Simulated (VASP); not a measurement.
A run of VASP 6.6.1:

The input INCAR:

```
SYSTEM = KHgF3
PREC = Accurate
ENCUT = 520
EDIFF = 1E-6
ISMEAR = 0
SIGMA = 0.02
LREAL = .FALSE.
LASPH = .TRUE.
NELM = 100
ALGO = Normal
ISIF = 2
LWAVE = .FALSE.
LCHARG = .TRUE.
GGA = PS
LELF = .TRUE.
LVHAR = .TRUE.
NBANDS = 29
```

File KPOINTS:

```
regular mesh
0
G
  8 8 8
  0 0 0
```

The input POSCAR:

```
KHgF3
1.0
    3.1559445644     -3.1653535871      0.0000000000
    3.1559445644      3.1653535871      0.0000000000
    0.0000000000      0.0000000000      4.4694474532
K Hg F
1 1 3
Direct
    0.0000000000      0.0000000000      0.5000000000
    0.5000000000      0.5000000000      0.0000000000
    0.5000000000      0.5000000000      0.5000000000
    0.5000000000      0.0000000000      0.0000000000
    0.0000000000      0.5000000000      0.0000000000
```

Potentials or basis: VASP PAW PBE potentials, release 64 (K_sv, Hg, F).

Launch:

```sh
$ cat potpaw_PBE.64/K_sv/POTCAR potpaw_PBE.64/Hg/POTCAR potpaw_PBE.64/F/POTCAR > POTCAR
$ mpirun -np 1 vasp_std > vasp.out
```

Hardware: 1 thread of Intel(R) Xeon(R) Platinum 8259CL CPU @ 2.50GHz (Skylake/Cascade Lake), on a shared host.

Problem. How long does it take, and how much memory?

Solution. It took 3.6 min on 1 thread of Intel(R) Xeon(R) Platinum 8259CL CPU @ 2.50GHz (Skylake/Cascade Lake), on a shared host, peak memory 0.38 GiB. Counts: scf iterations 15, k points 105.
